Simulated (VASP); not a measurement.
# NbSi (Pm-3m) in VASP: notebook

Runs on NbSi. Level: PBE. Tasks: electric field gradients, density of states.

Everything below comes from runs of VASP 6.6.1. Logs are shortened: lines on timing, memory, paths and dates and some standing lists are left out, and cuts for length are marked.

### Step 1. The cell of the first run

The structure is cubic, space group Pm-3m (No. 221). The conventional cell has a = 3.156 Å, b = 3.156 Å, c = 3.156 Å, α = 90.00°, β = 90.00°, γ = 90.00°. Within 3.6 Å of Nb (site symmetry m-3m) lie 8 Si at 2.73 Å and 6 Nb at 3.16 Å. Within 3.6 Å of Si (site symmetry m-3m) lie 8 Nb at 2.73 Å and 6 Si at 3.16 Å.

### Step 2. Electric field gradients, PBE

The input, INCAR:

```
ALGO = Normal
EDIFF = 1E-8
ENCUT = 520
GGA = PE
ISIF = 2
ISMEAR = -1
LASPH = True
LCHARG = False
LEFG = True
LREAL = False
LWAVE = False
NBANDS = 16
NELM = 80
PREC = Accurate
SIGMA = 0.05
```

The input, KPOINTS:

```
k-points
0
Gamma
  8 8 8
```

The input, POSCAR:

```
NbSi
1.0
    3.1564400000      0.0000000000      0.0000000000
    0.0000000000      3.1564400000      0.0000000000
    0.0000000000      0.0000000000      3.1564400000
Nb Si
1 1
Direct
    0.0000000000      0.0000000000      0.0000000000
    0.5000000000      0.5000000000      0.5000000000
```

Potentials or basis: VASP PAW PBE potentials, release 64 (Nb_sv, Si).

Run with:

```sh
> cat potpaw_PBE.64/Nb_sv/POTCAR potpaw_PBE.64/Si/POTCAR > POTCAR
> mpirun -np 1 vasp_std > vasp.out
```

OUTCAR:

```text
EDIFF = 1E-8
   ENCUT = 520
   GGA = PE
   ISIF = 2
   ISMEAR = -1
   LASPH = True
   LREAL = False
   NELM = 80
   PREC = Accurate

 ion  position               nearest neighbor table
   1  0.000  0.000  0.000-   2 2.73   2 2.73   2 2.73   2 2.73   2 2.73   2 2.73   2 2.73   2 2.73

   2  0.500  0.500  0.500-   1 2.73   1 2.73   1 2.73   1 2.73   1 2.73   1 2.73   1 2.73   1 2.73

  LATTYP: Found a simple cubic cell.
 ALAT       =     3.1564400000

  Lattice vectors:

 A1 = (   3.1564400000,   0.0000000000,   0.0000000000)
 A2 = (   0.0000000000,   3.1564400000,   0.0000000000)
 A3 = (   0.0000000000,   0.0000000000,   3.1564400000)

Analysis of symmetry for initial positions (statically):
=====================================================================
 Subroutine PRICEL returns:
 Original cell was already a primitive cell.

 Routine SETGRP: Setting up the symmetry group for a
 simple cubic supercell.

 Subroutine GETGRP returns: Found 48 space group operations
 (whereof 48 operations were pure point group operations)
 out of a pool of 48 trial point group operations.

The static configuration has the point symmetry O_h .

Analysis of symmetry for dynamics (positions and initial velocities):
=====================================================================
 Subroutine PRICEL returns:
 Original cell was already a primitive cell.

 Routine SETGRP: Setting up the symmetry group for a
 simple cubic supercell.

 Subroutine GETGRP returns: Found 48 space group operations
 (whereof 48 operations were pure point group operations)
 out of a pool of 48 trial point group operations.

The dynamic configuration has the point symmetry O_h .

 Subroutine INISYM returns: Found 48 space group operations
 (whereof 48 operations are pure point group operations),
 and found     1 'primitive' translations

----------------------------------------------------------------------------------------

                                     Primitive cell

  volume of cell :      31.4480

  direct lattice vectors                    reciprocal lattice vectors
     3.156440000  0.000000000  0.000000000     0.316812612  0.000000000  0.000000000
     0.000000000  3.156440000  0.000000000     0.000000000  0.316812612  0.000000000
     0.000000000  0.000000000  3.156440000     0.000000000  0.000000000  0.316812612

  length of vectors
     3.156440000  3.156440000  3.156440000     0.316812612  0.316812612  0.316812612

  position of ions in fractional coordinates (direct lattice)
     0.000000000  0.000000000  0.000000000
     0.500000000  0.500000000  0.500000000

  ion indices of the primitive-cell ions
   primitive index   ion index
                 1           1
                 2           2

----------------------------------------------------------------------------------------

 KPOINTS: k-points

Automatic generation of k-mesh.
 Grid dimensions read from file:
 generate k-points for:    8    8    8

 Generating k-lattice:

  Cartesian coordinates                     Fractional coordinates (reciprocal lattice)
     0.039601576  0.000000000  0.000000000     0.125000000  0.000000000  0.000000000
     0.000000000  0.039601576  0.000000000     0.000000000  0.125000000  0.000000000
     0.000000000  0.000000000  0.039601576     0.000000000  0.000000000  0.125000000

  Length of vectors
     0.039601576  0.039601576  0.039601576

  Shift w.r.t. Gamma in fractional coordinates (k-lattice)
     0.000000000  0.000000000  0.000000000

 Subroutine IBZKPT returns following result:
 ===========================================

 Found     35 irreducible k-points:

 Following reciprocal coordinates:
            Coordinates               Weight
  0.000000  0.000000  0.000000      1.000000
  0.125000  0.000000  0.000000      6.000000
  0.250000  0.000000  0.000000      6.000000
  0.375000  0.000000  0.000000      6.000000
  0.500000  0.000000  0.000000      3.000000
  0.125000  0.125000  0.000000     12.000000
[... 16 lines left out ...]
  0.375000  0.375000  0.125000     24.000000
  0.500000  0.375000  0.125000     24.000000
 [... further k-points ...]
   k-points           NKPTS =     35   k-points in BZ     NKDIM =     35   number of bands    NBANDS=     16
   number of dos      NEDOS =    301   number of ions     NIONS =      2
   total plane-waves  NPLWV =  13824
   dimension x,y,z NGX =    24 NGY =   24 NGZ =   24
   dimension x,y,z NGXF=    48 NGYF=   48 NGZF=   48
   ions per type =               1   1
   NGX,Y,Z   is equivalent  to a cutoff of  12.64, 12.64, 12.64 a.u.
   NGXF,Y,Z  is equivalent  to a cutoff of  25.28, 25.28, 25.28 a.u.
 SYSTEM =  unknown system
   PREC   = accura    normal or accurate (medium, high low for compatibility)
   ISTART =      0    job   : 0-new  1-cont  2-samecut
   ICHARG =      2    charge: 1-file 2-atom 10-const
   ISPIN  =      1    spin polarized calculation?
   LNONCOLLINEAR =      F non collinear calculations
   LSORBIT =      F    spin-orbit coupling
   LASPH  =      T    aspherical Exc in radial PAW
   ENCUT  =  520.0 eV  38.22 Ry    6.18 a.u.   5.87  5.87  5.87*2*pi/ulx,y,z
   NELM   =     80;   NELMIN=  2; NELMDL= -5     # of ELM steps
   EDIFF  = 0.1E-07   stopping-criterion for ELM
   LREAL  =      F    real-space projection
   EDIFFG = 0.1E-06   stopping-criterion for IOM
   NSW    =      0    number of steps for IOM
   IBRION =     -1    ionic relax: 0-MD 1-quasi-New 2-CG
   NFREE  =      0    steps in history (QN), initial steepest desc. (CG)
   ISIF   =      2    stress and relaxation
   ISYM   =      2    0-nonsym 1-usesym 2-fastsym
   POTIM  = 0.5000    time-step for ionic-motion
   TEBEG  =    0.0;   TEEND  =   0.0 temperature during run
   PSTRESS=    0.0 pullay stress
   NELECT =      17.0000    total number of electrons
   NUPDOWN=      -1.0000    fix difference up-down
   EMIN   =  10.00;   EMAX   =-10.00  energy-range for DOS
   EFERMI =   0.00;   METHOD = LEGACY
   ISMEAR =    -1;   SIGMA  =   0.05  broadening in eV -4-tet -1-fermi 0-gaus
   EFERMI_NEDOS =   21; number of points for ismear=-14 and -15
   IALGO  =     38    algorithm
   IMIX   =      4    mixing-type and parameters
     AMIX     =   0.40;   BMIX     =  1.00
     AMIX_MAG =   1.60;   BMIX_MAG =  1.00
  volume/ion in A,a.u.               =      15.72       106.11
  Fermi-wavevector in a.u.,A,eV,Ry     =   1.333604  2.520146 24.197961  1.778500
  Thomas-Fermi vector in A             =   2.462450
   LORBIT       =      0    0 simple, 1 ext, 2 COOP (PROOUT), +10 PAW based schemes
   GGA     = PE    functional components
   LHFCALC =     F    Hartree Fock is set to
   AEXX    =    0.0000 exact exchange contribution
   IVDW    =     0    specifies the selected vdW correction
   LEPSILON=     F    determine dielectric tensor
   LRPA    =     F    only Hartree local field effects (RPA)
 non-spin polarized calculation
  energy-cutoff  :      520.00
  volume of cell :       31.45
 maximum number of plane-waves:       876
 NGX is ok and might be reduce to    24
   NGX = 11   NGY = 11   NGZ = 11

 number of electron      17.0000003 magnetization

 Free energy of the ion-electron system (eV)
  ---------------------------------------------------
  ext. energy  EPLUGINS =         0.00000000
  ---------------------------------------------------
  free energy    TOTEN  =       -16.02353746 eV

  energy without entropy =      -16.00381864  energy(sigma->0) =      -16.01367805

 E-fermi :  11.1379     XC(G=0): -12.0689

 val. band max:       11.1320407515   @ k =   0.2500   0.2500   0.0000
 cond. band min:      11.1594889148   @ k =   0.5000   0.2500   0.1250
 fundamental gap:      0.0274481633
 Fermi energy:        11.1379341787

 k-point     1 :       0.0000    0.0000    0.0000
  band No.  band energies     occupation
      1     -43.4794      2.00000
      2     -19.3919      2.00000
      3     -19.3919      2.00000
      4     -19.3919      2.00000
      5       0.0733      2.00000
      6       8.5028      2.00000
[... 8 lines left out ...]
     15      21.2508      0.00000
     16      21.2508      0.00000

 k-point     2 :       0.1250    0.0000    0.0000
  band No.  band energies     occupation
      1     -43.4742      2.00000
      2     -19.4574      2.00000
      3     -19.3859      2.00000
      4     -19.3859      2.00000
      5       0.3423      2.00000
      6       8.3756      2.00000
[... 8 lines left out ...]
     15      20.9435      0.00000
     16      22.3060      0.00000
[... 387 lines left out ...]
      5       3.1966      2.00000
      6       7.1482      2.00000
[... 8 lines left out ...]
     15      21.7549      0.00000
     16      23.5319      0.00000

 k-point    24 :       0.5000    0.3750    0.1250
  band No.  band energies     occupation
      1     -43.4097      2.00000
      2     -19.7570      2.00000
      3     -19.6896      2.00000
      4     -19.3760      2.00000
      5       3.3459      2.00000
      6       7.1716      2.00000
[... 8 lines left out ...]
     15      21.6506      0.00000
     16      22.9243      0.00000

 [... further k-points ...]
[... 5 lines left out ...]
  --------------------------------------------------------------------------------------
  -------------------------------------------------------------------------------------
  Total       -0.0627242     -0.0627242     -0.0627242      0.0000000     -0.0000000     -0.0000000
  in kB       -3.1956070     -3.1956070     -3.1956070      0.0000000     -0.0000000     -0.0000000
  external PRESSURE =      -3.1956070 kB  Pullay stress =       0.0000000 kB

 VOLUME and BASIS-vectors are now :
 -----------------------------------------------------------------------------
  energy-cutoff  :      520.00
  volume of cell :       31.45
      direct lattice vectors                 reciprocal lattice vectors
     3.156440000  0.000000000  0.000000000     0.316812612  0.000000000  0.000000000
     0.000000000  3.156440000  0.000000000     0.000000000  0.316812612  0.000000000
     0.000000000  0.000000000  3.156440000     0.000000000  0.000000000  0.316812612

 POSITION                                       TOTAL-FORCE (eV/Angst)
 -----------------------------------------------------------------------------------
      0.00000      0.00000      0.00000         0.000000      0.000000      0.000000
      1.57822      1.57822      1.57822         0.000000      0.000000      0.000000
 -----------------------------------------------------------------------------------
    total drift:                                0.000000      0.000000      0.000000

  FREE ENERGIE OF THE ION-ELECTRON SYSTEM (eV)
  ---------------------------------------------------
  free  energy   TOTEN  =       -16.0235374565 eV

  energy  without entropy=      -16.0038186400  energy(sigma->0) =      -16.01367805

 Electric field gradients (V/A^2)
---------------------------------------------------------------------
 ion       V_xx      V_yy      V_zz      V_xy      V_xz      V_yz
---------------------------------------------------------------------
   1       0.000     0.000    -0.000    -0.000     0.000    -0.000
   2      -0.000    -0.000     0.000    -0.000     0.000    -0.000
---------------------------------------------------------------------

 Electric field gradients after diagonalization (V/A^2)
 (convention: |V_zz| > |V_xx| > |V_yy|)
----------------------------------------------------------------------
 ion       V_xx      V_yy      V_zz     asymmetry (V_yy - V_xx)/ V_zz
----------------------------------------------------------------------
   1       0.000     0.000    -0.000       0.126
   2       0.000    -0.000    -0.000       1.469
----------------------------------------------------------------------

           NMR quadrupolar parameters

 Cq : quadrupolar parameter    Cq=e*Q*V_zz/h
 eta: asymmetry parameters     (V_yy - V_xx)/ V_zz
 Q  : nuclear electric quadrupole moment in mb (millibarn)
----------------------------------------------------------------------
 ion       Cq(MHz)       eta       Q (mb)
----------------------------------------------------------------------
   1      -0.000       0.126       1.000
   2      -0.000       1.469       1.000
----------------------------------------------------------------------
```

It took 5.8 s on 1 thread of Intel Xeon 6975P-C (Granite Rapids), shared host; peak memory 0.14 GiB.

Results:

| Property | Result |
| --- | --- |
| Free energy | -16.0235 eV |
| Pressure | -0.3 GPa |

Caveat: without QUAD_EFG the Cq values of the log hold for a quadrupole moment of 1 mb, not for the nuclei.

### Step 3. Density of states, PBE

POSCAR is that of step 2.

The input, INCAR.step1:

```
SYSTEM = NbSi
PREC     = Accurate       ! precision mode
ENCUT    = 520            ! plane-wave cutoff, eV
EDIFF    = 1E-6           ! SCF threshold, eV
ISMEAR   = -1             ! smearing method
SIGMA    = 0.05           ! smearing width, eV
LREAL    = .FALSE.        ! projectors in reciprocal space
LASPH    = .TRUE.         ! aspherical terms in the spheres
NELM     = 80             ! most SCF steps
ALGO     = Normal         ! electronic algorithm
ISIF     = 2              ! what is computed and relaxed
LWAVE    = .FALSE.        ! write WAVECAR
LCHARG   = .TRUE.         ! write CHGCAR
LMAXMIX  = 4              ! l up to which the mixer works
GGA      = PE             ! functional
NBANDS   = 16             ! bands
```

The input, KPOINTS.step1:

```
Automatic mesh
0
G
  8 8 8
  0 0 0
```

The input, INCAR.step2:

```
SYSTEM = NbSi
PREC     = Accurate       ! precision mode
ENCUT    = 520            ! plane-wave cutoff, eV
EDIFF    = 1E-6           ! SCF threshold, eV
ISMEAR   = -5             ! smearing method
SIGMA    = 0.05           ! smearing width, eV
LREAL    = .FALSE.        ! projectors in reciprocal space
LASPH    = .TRUE.         ! aspherical terms in the spheres
NELM     = 80             ! most SCF steps
ALGO     = Normal         ! electronic algorithm
ISIF     = 2              ! what is computed and relaxed
LWAVE    = .FALSE.        ! write WAVECAR
LCHARG   = .FALSE.        ! write CHGCAR
LMAXMIX  = 4              ! l up to which the mixer works
GGA      = PE             ! functional
LORBIT   = 11             ! projections on sites
NBANDS   = 16             ! bands
NEDOS    = 1001           ! points of the DOS
ICHARG   = 11             ! starting density
```

The input, KPOINTS.step2:

```
Automatic mesh
0
G
  12 12 12
  0 0 0
```

Potentials or basis: VASP PAW PBE potentials, release 64 (Nb_sv, Si).

Run with:

```sh
> cat potpaw_PBE.64/Nb_sv/POTCAR potpaw_PBE.64/Si/POTCAR > POTCAR
> cp INCAR.step1 INCAR
> cp KPOINTS.step1 KPOINTS
> mpirun -np 1 vasp_std > vasp.out
> cp INCAR.step2 INCAR
> cp KPOINTS.step2 KPOINTS
> mpirun -np 1 vasp_std > vasp.out
```

Run time: 11 s. Hardware: 1 thread of Intel Xeon 6975P-C (Granite Rapids), shared host; peak memory 0.15 GiB.

It converged, with:

| Property | Result |
| --- | --- |
| Valence electrons inside the program's atomic spheres | Nb 10.70; Si 1.66 |

Levels at points of the mesh, in eV from the Fermi level:
```
           k point  band 5  band 6  band 7  band 8  band 9  band 10  band 11  band 12
(0.00, 0.00, 0.00)  -11.05   -2.62   -2.62    2.28    2.28     2.28     2.49     2.49
(0.50, 0.00, 0.00)   -7.98   -6.27   -1.48   -1.05   -1.05     2.74     4.22     5.42
(0.50, 0.50, 0.00)   -7.98   -2.87   -2.87   -2.16    0.34     0.34     4.19     4.59
(0.50, 0.50, 0.50)   -5.07   -5.07   -5.07   -3.89    3.88     3.88     3.88     4.33
```

Caveat: tetrahedron occupations give inexact forces and stress in metals.
